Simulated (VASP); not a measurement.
# Be2C (Fm-3m) in VASP: notebook, part 2 of 2

VASP 6.6.1. Earlier steps stand in the parts before.

## Step 4: Relaxation of cell and atoms, PBEsol

This run uses another cell than the first one, of 6.77 Å³/atom, 1.013 times its volume.

Input file INCAR:

```
PREC = Accurate
ENCUT = 600
EDIFF = 1E-7
ISMEAR = -1
SIGMA = 0.05
LREAL = F
LASPH = T
NELM = 120
ALGO = Normal
ISIF = 3
LWAVE = F
LCHARG = F
GGA = PS
IBRION = 2
NSW = 100
EDIFFG = -0.002
GGA_COMPAT = F
NELMIN = 4
```

Input file KPOINTS:

```
regular mesh
0
Gamma
  14 14 14
```

Input file POSCAR:

```
Be2C
1.0
    2.1650000000      2.1650000000      0.0000000000
   -2.1650000000      2.1650000000      0.0000000000
    0.0000000000      2.1650000000      2.1650000000
Be C
2 1
Direct
    0.2500000000      0.7500000000      0.5000000000
    0.7500000000      0.2500000000      0.5000000000
    0.0000000000      0.0000000000      0.0000000000
```

Potentials or basis: VASP PAW PBE potentials, release 64 (Be, C).

Launch:

```sh
$ cat potpaw_PBE.64/Be/POTCAR potpaw_PBE.64/C/POTCAR > POTCAR
$ mpirun -np 1 vasp_std > vasp.out
```

OUTCAR:

```text
PREC = Accurate
   ENCUT = 600
   EDIFF = 1E-7
   ISMEAR = -1
   LREAL = F
   LASPH = T
   NELM = 120
   ISIF = 3
   GGA = PS
   IBRION = 2
   NSW = 100
   EDIFFG = -0.002
   NELMIN = 4

 ion  position               nearest neighbor table
   1  0.250  0.750  0.500-   3 1.87   3 1.87   3 1.87   3 1.87   2 2.17   2 2.17   2 2.17   2 2.17
                             2 2.17   2 2.17
   2  0.750  0.250  0.500-   3 1.87   3 1.87   3 1.87   3 1.87   1 2.17   1 2.17   1 2.17   1 2.17
                             1 2.17   1 2.17
   3  0.000  0.000  0.000-   2 1.87   1 1.87   1 1.87   2 1.87   1 1.87   2 1.87   2 1.87   1 1.87

  LATTYP: Found a face centered cubic cell.
 ALAT       =     4.3300000000

  Lattice vectors:

 A1 = (   0.0000000000,   2.1650000000,   2.1650000000)
 A2 = (   2.1650000000,   0.0000000000,   2.1650000000)
 A3 = (   2.1650000000,   2.1650000000,   0.0000000000)

[... 258 lines left out ...]
  energy without entropy =      -18.41324498  energy(sigma->0) =      -18.41324502

 E-fermi :   8.3362     XC(G=0): -11.5530

 val. band max:        7.7918557975   @ k =   0.0000   0.0000   0.0000
 cond. band min:       8.8562704722   @ k =   0.5000   0.5000   0.0000
 fundamental gap:      1.0644146747
 Fermi energy:         8.3362434243

 k-point     1 :       0.0000    0.0000    0.0000
  band No.  band energies     occupation
      1      -7.3169      2.00000
      2       7.7919      1.99996
      3       7.7919      1.99996
      4       7.7919      1.99996
      5      11.8959      0.00000
      6      11.8959      0.00000
      7      11.8959      0.00000
      8      14.6101      0.00000
[... 243 lines left out ...]
 k-point    24 :       0.2857    0.1429    0.0000
  band No.  band energies     occupation
      1      -5.3499      2.00000
      2       1.2558      2.00000
      3       4.3721      2.00000
      4       6.2574      2.00000
      5      13.3728      0.00000
      6      13.9505      0.00000
      7      15.4327      0.00000
      8      17.1310      0.00000

 [... further k-points ...]
[... 5 lines left out ...]
  --------------------------------------------------------------------------------------
  -------------------------------------------------------------------------------------
  Total        0.0006189      0.0006189      0.0006189      0.0000000      0.0000000      0.0000000
  in kB        0.0493802      0.0493802      0.0493802      0.0000000      0.0000000      0.0000000
  external PRESSURE =       0.0493802 kB  Pullay stress =       0.0000000 kB
[... 18 lines left out ...]
  FREE ENERGIE OF THE ION-ELECTRON SYSTEM (eV)
  ---------------------------------------------------
  free  energy   TOTEN  =       -18.4132450623 eV

  energy  without entropy=      -18.4132449795  energy(sigma->0) =      -18.41324502

 reached required accuracy - stopping structural energy minimisation
```

OSZICAR:

```text
N       E                     dE             d eps       ncg     rms          rms(c)
DAV:   1     0.653293231510E+01    0.65329E+01   -0.45094E+03  1672   0.103E+03
DAV:   2    -0.189368799440E+02   -0.25470E+02   -0.24200E+02  2544   0.142E+02
DAV:   3    -0.194506284037E+02   -0.51375E+00   -0.51375E+00  2176   0.200E+01
[... 21 lines left out ...]
DAV:   2    -0.184132484212E+02    0.50802E-04   -0.20167E-04  1720   0.919E-02    0.115E-02
DAV:   3    -0.184132460200E+02    0.24012E-05   -0.13421E-05  2240   0.291E-02    0.340E-03
DAV:   4    -0.184132452117E+02    0.80832E-06   -0.40341E-07  1808   0.489E-03    0.950E-04
DAV:   5    -0.184132450670E+02    0.14468E-06   -0.74169E-08   920   0.192E-03    0.338E-04
DAV:   6    -0.184132450623E+02    0.47258E-08   -0.49992E-09   848   0.873E-04
   3 F= -.18413245E+02 E0= -.18413245E+02  d E =-.146010E-02
```

CONTCAR:

```text
Be2C
   1.00000000000000
     2.1572981439905008    2.1572981439905008    0.0000000000000000
    -2.1572981439905008    2.1572981439905008   -0.0000000000000000
    -0.0000000000000000    2.1572981439905008    2.1572981439905008
  Be              C
     2     1
Direct
     0.2500000000000000    0.7500000000000000    0.5000000000000000
     0.7500000000000000    0.2500000000000000    0.5000000000000000
     0.0000000000000000    0.0000000000000000    0.0000000000000000

  0.00000000E+00  0.00000000E+00  0.00000000E+00
  0.00000000E+00  0.00000000E+00  0.00000000E+00
  0.00000000E+00  0.00000000E+00  0.00000000E+00
```

Run time: 16 s. Hardware: 1 thread of Intel Xeon Platinum 8559C (Emerald Rapids), shared host; peak memory 0.14 GiB.

Results:

| Item | Value |
| --- | --- |
| Free energy | -18.4132 eV |
| Relaxed volume | 6.69 Å³/atom |
| Relaxed cell | a = 3.051 Å, b = 3.051 Å, c = 3.051 Å, α = 60.00°, β = 60.00°, γ = 90.00° |
| Space group after relaxing (to 0.05 Å) | Fm-3m (No. 225) |
| Energy gained by relaxing | 0.5 meV/atom |
| Ionic steps | 3 |
| Pressure after relaxing | 0.0 GPa |
| Band gap on the k mesh | 1.06 eV, indirect (least direct gap 4.10 eV) |

Step by step:
```
step  energy change (eV)  largest force (eV/Å)  pressure (GPa)  volume (Å³)
   1              0.0000                0.0000           -2.14        20.30
   2             -0.0014                0.0000            0.51        20.03
   3             -0.0015                0.0000            0.00        20.08
```

Final structure:
```yaml
crystal:
  lattice:
    - [2.15730, 2.15730, 0.00000]
    - [-2.15730, 2.15730, 0.00000]
    - [0.00000, 2.15730, 2.15730]
  atoms:
    - { symbol: Be, position: [0.25000, 0.75000, 0.50000] }
    - { symbol: Be, position: [0.75000, 0.25000, 0.50000] }
    - { symbol: C, position: [0.00000, 0.00000, 0.00000] }
```

Caveat: the PAW data sets were made with another functional, which shifts forces and pressure a little. A k mesh can miss the band edges.

## Step 5: Overview

```tsv
task	cell	k mesh	smearing	gap on the mesh (eV)	pressure (GPa)
single point	a = 3.048 Å, angles 60.0, 60.0, 90.0°, 3 atoms	10 × 10 × 10	gaussian 0.01 eV	1.07	0.6
single point	a = 3.048 Å, angles 60.0, 60.0, 90.0°, 3 atoms	14 × 14 × 14	fermi-dirac 0.05 eV	1.07	0.6
relaxation of cell and atoms	relaxed from a = 3.062 Å, angles 60.0, 60.0, 90.0°, 3 atoms	14 × 14 × 14	fermi-dirac 0.05 eV	1.06	0.0
```

Alike in all rows: level PBEsol; potentials or basis VASP PAW PBE potentials, release 64 (Be, C); no spin polarisation; cutoff (eV) 600.

Caveats: the PAW data sets were made with another functional, which shifts forces and pressure a little.

Absolute energies hang on the potentials; compare differences alone.
